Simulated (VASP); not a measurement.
# ZrIn (P4/mmm) in VASP: notebook

The runs below take ZrIn through single point, with LDA.

Everything below comes from runs of VASP 6.6.1. Logs are shortened: lines on timing, memory, paths and dates and some standing lists are left out, and cuts for length are marked.

### 1 The cell of the first run

The structure is tetragonal, space group P4/mmm (No. 123). The conventional cell has a = 3.168 Å, b = 3.168 Å, c = 4.493 Å, α = 90.00°, β = 90.00°, γ = 90.00°. Zr (site symmetry 4/mmm) has 4 Zr at 3.17 Å and 8 In at 3.17 Å within 4.2 Å. In (site symmetry 4/mmm) has 4 In at 3.17 Å and 8 Zr at 3.17 Å within 4.2 Å.

### 2 Single point, LDA

INCAR

```
  ALGO = Normal
  EDIFF = 1E-6
  ENCUT = 520
  GGA = CA
  ISIF = 2
  ISMEAR = 0
  LASPH = T
  LCHARG = F
  LREAL = F
  LWAVE = F
  NBANDS = 20
  NELM = 100
  PREC = Accurate
  SIGMA = 0.01
```

KPOINTS

```
k-points
0
Gamma
  7 7 5
```

POSCAR

```
ZrIn
1.0
    3.1682719104      0.0000000000      0.0000000000
    0.0000000000      3.1682719104      0.0000000000
    0.0000000000      0.0000000000      4.4933451940
Zr In
1 1
Direct
    0.0000000000      0.0000000000      0.0000000000
    0.5000000000      0.5000000000      0.5000000000
```

Potentials or basis: VASP PAW LDA potentials, release 64 (Zr_sv, In_d).

On the command line:

```sh
$ cat potpaw_LDA.64/Zr_sv/POTCAR potpaw_LDA.64/In_d/POTCAR > POTCAR
$ mpirun -np 1 vasp_std > vasp.out
```

OUTCAR:

```text
EDIFF = 1E-6
   ENCUT = 520
   GGA = CA
   ISIF = 2
   ISMEAR = 0
   LASPH = T
   LREAL = F
   NELM = 100
   PREC = Accurate

 ion  position               nearest neighbor table
   1  0.000  0.000  0.000-   2 3.17   2 3.17   2 3.17   2 3.17   2 3.17   2 3.17   2 3.17   2 3.17

   2  0.500  0.500  0.500-   1 3.17   1 3.17   1 3.17   1 3.17   1 3.17   1 3.17   1 3.17   1 3.17

  LATTYP: Found a simple tetragonal cell.
 ALAT       =     3.1682719104
 C/A-ratio  =     1.4182321849

  Lattice vectors:

 A1 = (   3.1682719104,   0.0000000000,   0.0000000000)
 A2 = (   0.0000000000,   3.1682719104,   0.0000000000)
 A3 = (   0.0000000000,   0.0000000000,   4.4933451940)

Analysis of symmetry for initial positions (statically):
=====================================================================
 Subroutine PRICEL returns:
 Original cell was already a primitive cell.

 Routine SETGRP: Setting up the symmetry group for a
 simple tetragonal supercell.

 Subroutine GETGRP returns: Found 16 space group operations
 (whereof 16 operations were pure point group operations)
 out of a pool of 16 trial point group operations.

The static configuration has the point symmetry D_4h.

Analysis of symmetry for dynamics (positions and initial velocities):
=====================================================================
 Subroutine PRICEL returns:
 Original cell was already a primitive cell.

 Routine SETGRP: Setting up the symmetry group for a
 simple tetragonal supercell.

 Subroutine GETGRP returns: Found 16 space group operations
 (whereof 16 operations were pure point group operations)
 out of a pool of 16 trial point group operations.

The dynamic configuration has the point symmetry D_4h.

 Subroutine INISYM returns: Found 16 space group operations
 (whereof 16 operations are pure point group operations),
 and found     1 'primitive' translations

----------------------------------------------------------------------------------------

                                     Primitive cell

  volume of cell :      45.1040

  direct lattice vectors                    reciprocal lattice vectors
     3.168271910  0.000000000  0.000000000     0.315629475  0.000000000  0.000000000
     0.000000000  3.168271910  0.000000000     0.000000000  0.315629475  0.000000000
     0.000000000  0.000000000  4.493345194     0.000000000  0.000000000  0.222551341
[... 80 lines left out ...]
   LSORBIT =      F    spin-orbit coupling
   LASPH  =      T    aspherical Exc in radial PAW
   ENCUT  =  520.0 eV  38.22 Ry    6.18 a.u.   5.89  5.89  8.35*2*pi/ulx,y,z
   NELM   =    100;   NELMIN=  2; NELMDL= -5     # of ELM steps
   EDIFF  = 0.1E-05   stopping-criterion for ELM
   LREAL  =      F    real-space projection
   EDIFFG = 0.1E-04   stopping-criterion for IOM
   NSW    =      0    number of steps for IOM
   IBRION =     -1    ionic relax: 0-MD 1-quasi-New 2-CG
   NFREE  =      0    steps in history (QN), initial steepest desc. (CG)
   ISIF   =      2    stress and relaxation
   ISYM   =      2    0-nonsym 1-usesym 2-fastsym
   POTIM  = 0.5000    time-step for ionic-motion
   TEBEG  =    0.0;   TEEND  =   0.0 temperature during run
   PSTRESS=    0.0 pullay stress
   NELECT =      25.0000    total number of electrons
   NUPDOWN=      -1.0000    fix difference up-down
   EMIN   =  10.00;   EMAX   =-10.00  energy-range for DOS
   EFERMI =   0.00;   METHOD = LEGACY
   ISMEAR =     0;   SIGMA  =   0.01  broadening in eV -4-tet -1-fermi 0-gaus
   EFERMI_NEDOS =   21; number of points for ismear=-14 and -15
   IALGO  =     38    algorithm
   IMIX   =      4    mixing-type and parameters
     AMIX     =   0.40;   BMIX     =  1.00
     AMIX_MAG =   1.60;   BMIX_MAG =  1.00
  volume/ion in A,a.u.               =      22.55       152.19
  Fermi-wavevector in a.u.,A,eV,Ry     =   1.344776  2.541258 24.605081  1.808422
  Thomas-Fermi vector in A             =   2.472742
   LORBIT       =      0    0 simple, 1 ext, 2 COOP (PROOUT), +10 PAW based schemes
   GGA     = CA    functional components
   LHFCALC =     F    Hartree Fock is set to
   AEXX    =    0.0000 exact exchange contribution
   IVDW    =     0    specifies the selected vdW correction
   LEPSILON=     F    determine dielectric tensor
   LRPA    =     F    only Hartree local field effects (RPA)
 non-spin polarized calculation
 Gauss-broadening in eV      SIGMA  =   0.01
  energy-cutoff  :      520.00
  volume of cell :       45.10
 maximum number of plane-waves:      1236
 NGX is ok and might be reduce to    24
   NGX = 11   NGY = 11   NGZ = 17

 number of electron      25.0000011 magnetization

 Free energy of the ion-electron system (eV)
  ---------------------------------------------------
  ext. energy  EPLUGINS =         0.00000000
  ---------------------------------------------------
  free energy    TOTEN  =       -13.23705628 eV

  energy without entropy =      -13.23659822  energy(sigma->0) =      -13.23682725

 E-fermi :   8.8946     XC(G=0): -11.3627

 val. band max:        8.8894565520   @ k =   0.1429   0.1429   0.2000
 cond. band min:       8.9020287500   @ k =   0.2857   0.2857   0.0000
 fundamental gap:      0.0125721980
 Fermi energy:         8.8945906092

 k-point     1 :       0.0000    0.0000    0.0000
  band No.  band energies     occupation
      1     -39.7153      2.00000
      2     -18.0269      2.00000
      3     -17.5440      2.00000
      4     -17.5440      2.00000
      5      -5.6154      2.00000
      6      -5.3607      2.00000
[... 541 lines left out ...]
     19      18.5724      0.00000
     20      19.4243      0.00000

 [... further k-points ...]

------------------------ aborting loop because EDIFF is reached ----------------------------------------

  FORCE on cell =-STRESS in cart. coord.  units (eV):
  Direction    XX          YY          ZZ          XY          YZ          ZX
  --------------------------------------------------------------------------------------
  -------------------------------------------------------------------------------------
  Total       -2.2406667     -2.2406667     -2.2927810      0.0000000     -0.0000000      0.0000000
  in kB      -79.5926858    -79.5926858    -81.4438844      0.0000000     -0.0000000      0.0000000
  external PRESSURE =     -80.2097520 kB  Pullay stress =       0.0000000 kB

 VOLUME and BASIS-vectors are now :
 -----------------------------------------------------------------------------
  energy-cutoff  :      520.00
  volume of cell :       45.10
      direct lattice vectors                 reciprocal lattice vectors
     3.168271910  0.000000000  0.000000000     0.315629475  0.000000000  0.000000000
     0.000000000  3.168271910  0.000000000     0.000000000  0.315629475  0.000000000
     0.000000000  0.000000000  4.493345194     0.000000000  0.000000000  0.222551341

 POSITION                                       TOTAL-FORCE (eV/Angst)
 -----------------------------------------------------------------------------------
      0.00000      0.00000      0.00000         0.000000      0.000000      0.000000
      1.58414      1.58414      2.24667         0.000000      0.000000      0.000000
 -----------------------------------------------------------------------------------
    total drift:                                0.000000      0.000000     -0.000000

  FREE ENERGIE OF THE ION-ELECTRON SYSTEM (eV)
  ---------------------------------------------------
  free  energy   TOTEN  =       -13.2370562839 eV

  energy  without entropy=      -13.2365982220  energy(sigma->0) =      -13.23682725
```

OSZICAR:

```text
N       E                     dE             d eps       ncg     rms          rms(c)
DAV:   1     0.238668455659E+03    0.23867E+03   -0.12557E+04  1216   0.157E+03
DAV:   2     0.382509425603E+01   -0.23484E+03   -0.22776E+03  1244   0.415E+02
DAV:   3    -0.128272337738E+02   -0.16652E+02   -0.16281E+02  1440   0.112E+02
DAV:   4    -0.138506009304E+02   -0.10234E+01   -0.10156E+01  2012   0.208E+01
DAV:   5    -0.138681368963E+02   -0.17536E-01   -0.17428E-01  1436   0.246E+00    0.105E+01
DAV:   6    -0.133249559908E+02    0.54318E+00   -0.86408E-01  1380   0.762E+00    0.398E+00
DAV:   7    -0.132443021070E+02    0.80654E-01   -0.22963E-01  1800   0.455E+00    0.127E+00
DAV:   8    -0.132382091067E+02    0.60930E-02   -0.12648E-02  1616   0.768E-01    0.517E-01
DAV:   9    -0.132371223159E+02    0.10868E-02   -0.34133E-03  1496   0.628E-01    0.752E-02
DAV:  10    -0.132370599675E+02    0.62348E-04   -0.25912E-04  1640   0.143E-01    0.333E-02
DAV:  11    -0.132370569572E+02    0.30104E-05   -0.27309E-05  1552   0.588E-02    0.153E-02
DAV:  12    -0.132370562839E+02    0.67326E-06   -0.23825E-06  1224   0.119E-02
   1 F= -.13237056E+02 E0= -.13236827E+02  d E =-.458062E-03
```

It took 34 s on 1 thread of Intel Xeon 8259CL, shared host; peak memory 0.15 GiB.

What came out:

- Free energy: -13.2371 eV
- Pressure: -8.0 GPa

Stress tensor (GPa, compression positive):
```
-7.96  0.00  0.00
 0.00 -7.96  0.00
 0.00  0.00 -8.14
```

Levels at points of the mesh, in eV from the Fermi level:
```csv
k point,band 9,band 10,band 11,band 12,band 13,band 14,band 15,band 16,band 17,band 18
"(0.00, 0.00, 0.00)",-13.98,-8.71,-1.61,-0.97,-0.21,2.80,2.80,4.21,6.36,6.36
```

Caveat: spin-orbit coupling is left out, which moves the levels of the heavy elements.

### 3 Single point, LDA

This run uses another cell than the first one, of 23.14 Å³/atom, 1.026 times its volume.

INCAR

```
SYSTEM = ZrIn
PREC = Accurate ; ENCUT = 520
EDIFF = 1E-7 ; ISMEAR = 0
SIGMA = 0.01 ; LREAL = .False.
LASPH = .True. ; NELM = 100
ALGO = Normal ; ISIF = 2
LWAVE = .False. ; LCHARG = .False.
NBANDS = 20
```

KPOINTS

```
regular mesh
0
Gamma
  7 7 5
  0 0 0
```

POSCAR

```
ZrIn
1.0
    3.1954687077      0.0000000000      0.0000000000
    0.0000000000      3.1954687077      0.0000000000
    0.0000000000      0.0000000000      4.5319165672
Zr In
1 1
Direct
    0.0000000000      0.0000000000      0.0000000000
    0.5000000000      0.5000000000      0.5000000000
```

Potentials or basis: VASP PAW LDA potentials, release 64 (Zr_sv, In_d).

On the command line:

```sh
$ cat potpaw_LDA.64/Zr_sv/POTCAR potpaw_LDA.64/In_d/POTCAR > POTCAR
$ mpirun -np 1 vasp_std > vasp.out
```

OUTCAR:

```text
SYSTEM = ZrIn
   PREC = Accurate
   ENCUT = 520
   EDIFF = 1E-7
   ISMEAR = 0
   LREAL = .False.
   LASPH = .True.
   NELM = 100
   ISIF = 2

 ion  position               nearest neighbor table
   1  0.000  0.000  0.000-   2 3.20   2 3.20   2 3.20   2 3.20   2 3.20   2 3.20   2 3.20   2 3.20

   2  0.500  0.500  0.500-   1 3.20   1 3.20   1 3.20   1 3.20   1 3.20   1 3.20   1 3.20   1 3.20

  LATTYP: Found a simple tetragonal cell.
 ALAT       =     3.1954687077
 C/A-ratio  =     1.4182321849

  Lattice vectors:

 A1 = (   3.1954687077,   0.0000000000,   0.0000000000)
 A2 = (   0.0000000000,   3.1954687077,   0.0000000000)
 A3 = (   0.0000000000,   0.0000000000,   4.5319165672)

Analysis of symmetry for initial positions (statically):
=====================================================================
 Subroutine PRICEL returns:
 Original cell was already a primitive cell.

 Routine SETGRP: Setting up the symmetry group for a
 simple tetragonal supercell.

 Subroutine GETGRP returns: Found 16 space group operations
 (whereof 16 operations were pure point group operations)
 out of a pool of 16 trial point group operations.

[... 159 lines left out ...]
  free energy    TOTEN  =       -13.17229349 eV

  energy without entropy =      -13.17176604  energy(sigma->0) =      -13.17202977

 E-fermi :   8.5925     XC(G=0): -11.2397

 val. band max:        8.5888503226   @ k =   0.2857   0.2857   0.0000
 cond. band min:       8.5935933318   @ k =   0.1429   0.1429   0.2000
 fundamental gap:      0.0047430092
 Fermi energy:         8.5924664632

 k-point     1 :       0.0000    0.0000    0.0000
  band No.  band energies     occupation
      1     -40.0872      2.00000
      2     -18.3928      2.00000
      3     -17.9265      2.00000
      4     -17.9265      2.00000
      5      -5.8676      2.00000
      6      -5.6260      2.00000
[... 541 lines left out ...]
     19      18.0640      0.00000
     20      19.0056      0.00000

 [... further k-points ...]

------------------------ aborting loop because EDIFF is reached ----------------------------------------

  FORCE on cell =-STRESS in cart. coord.  units (eV):
  Direction    XX          YY          ZZ          XY          YZ          ZX
  --------------------------------------------------------------------------------------
  -------------------------------------------------------------------------------------
  Total       -2.7578041     -2.7578041     -2.9756725      0.0000000      0.0000000      0.0000000
  in kB      -95.4823169    -95.4823169   -103.0254840      0.0000000      0.0000000      0.0000000
  external PRESSURE =     -97.9967060 kB  Pullay stress =       0.0000000 kB

 VOLUME and BASIS-vectors are now :
 -----------------------------------------------------------------------------
  energy-cutoff  :      520.00
  volume of cell :       46.28
      direct lattice vectors                 reciprocal lattice vectors
     3.195468708  0.000000000  0.000000000     0.312943137  0.000000000  0.000000000
     0.000000000  3.195468708  0.000000000     0.000000000  0.312943137  0.000000000
     0.000000000  0.000000000  4.531916567     0.000000000  0.000000000  0.220657196

 POSITION                                       TOTAL-FORCE (eV/Angst)
 -----------------------------------------------------------------------------------
      0.00000      0.00000      0.00000         0.000000      0.000000      0.000000
      1.59773      1.59773      2.26596         0.000000      0.000000      0.000000
 -----------------------------------------------------------------------------------
    total drift:                                0.000000      0.000000     -0.000000

  FREE ENERGIE OF THE ION-ELECTRON SYSTEM (eV)
  ---------------------------------------------------
  free  energy   TOTEN  =       -13.1722934935 eV

  energy  without entropy=      -13.1717660374  energy(sigma->0) =      -13.17202977
```

stdout:

```text
POSCAR found type information on POSCAR ZrIn
 POSCAR found :  2 types and       2 ions
 scaLAPACK will be used
 LDA part: xc-table for (Slater(with rela. corr.)+CA(PZ))
 , standard interpolation
 POSCAR, INCAR and KPOINTS ok, starting setup
 FFT: planning ... GRIDC
 FFT: planning ... GRID_SOFT
 FFT: planning ... GRID
 WAVECAR not read
 entering main loop
```

It took 41 s on 1 thread of Intel Xeon 8259CL, shared host; peak memory 0.15 GiB.

Results:

- Free energy: -13.1723 eV
- Pressure: -9.8 GPa

Levels at points of the mesh, in eV from the Fermi level:
| k point | band 9 | band 10 | band 11 | band 12 | band 13 | band 14 | band 15 | band 16 | band 17 | band 18 |
| --- | --- | --- | --- | --- | --- | --- | --- | --- | --- | --- |
| (0.00, 0.00, 0.00) | -13.97 | -8.58 | -1.58 | -0.94 | -0.23 | 2.71 | 2.71 | 4.07 | 6.09 | 6.23 |

Caveat: spin-orbit coupling is left out, which moves the levels of the heavy elements.

### 4 Single point, LDA

This run uses another cell than the first one, of 23.72 Å³/atom, 1.052 times its volume.

INCAR

```
ALGO     = Normal         # electronic algorithm
EDIFF    = 1E-6           # SCF threshold, eV
ENCUT    = 520            # plane-wave cutoff, eV
GGA      = CA             # functional
ISIF     = 2              # what is computed and relaxed
ISMEAR   = 0              # smearing method
LASPH    = T              # aspherical terms in the spheres
LCHARG   = T              # write CHGCAR
LELF     = T              # ELF
LREAL    = F              # projectors in reciprocal space
LVHAR    = T            
LWAVE    = F              # write WAVECAR
NBANDS   = 20             # bands
NELM     = 60             # most SCF steps
PREC     = Accurate       # precision mode
SIGMA    = 0.01           # smearing width, eV
```

KPOINTS

```
k-points
0
Gamma
  7 7 5
```

POSCAR

```
ZrIn
1.0
    3.2222102749      0.0000000000      0.0000000000
    0.0000000000      3.2222102749      0.0000000000
    0.0000000000      0.0000000000      4.5698423185
Zr In
1 1
Direct
    0.0000000000      0.0000000000      0.0000000000
    0.5000000000      0.5000000000      0.5000000000
```

On the command line:

```sh
$ cat potpaw_LDA.64/Zr_sv/POTCAR potpaw_LDA.64/In_d/POTCAR > POTCAR
$ mpirun -np 1 vasp_std > vasp.out
```

It took 37 s on 1 thread of Intel Xeon 8259CL, shared host; peak memory 0.15 GiB.

Results (log left out):

* Free energy: -13.0955 eV
* Pressure: -11.3 GPa

Stress tensor (GPa, compression positive):
```
-10.98   0.00   0.00
  0.00 -10.98   0.00
  0.00   0.00 -12.01
```

Levels at points of the mesh, in eV from the Fermi level:
```csv
k point,band 10,band 11,band 12,band 13,band 14,band 15,band 16,band 17
"(0.00, 0.00, 0.00)",-8.45,-1.55,-0.90,-0.24,2.63,2.63,3.95,5.83
```

Caveat: spin-orbit coupling is left out, which moves the levels of the heavy elements.

### 5 Overview

| cell | gap on the mesh (eV) | pressure (GPa) |
| --- | --- | --- |
| a = 3.168, b = 3.168, c = 4.493 Å, 2 atoms | none | -8.0 |
| a = 3.195, b = 3.195, c = 4.532 Å, 2 atoms | none | -9.8 |
| a = 3.222, b = 3.222, c = 4.570 Å, 2 atoms | none | -11.3 |

Alike in all rows: task single point; level LDA; potentials or basis VASP PAW LDA potentials, release 64 (Zr_sv, In_d); no spin polarisation; k mesh 7 × 7 × 5; cutoff (eV) 520; smearing gaussian 0.01 eV.

Caveats: spin-orbit coupling is left out, which moves the levels of the heavy elements.

Absolute energies hang on the potentials; compare differences alone.
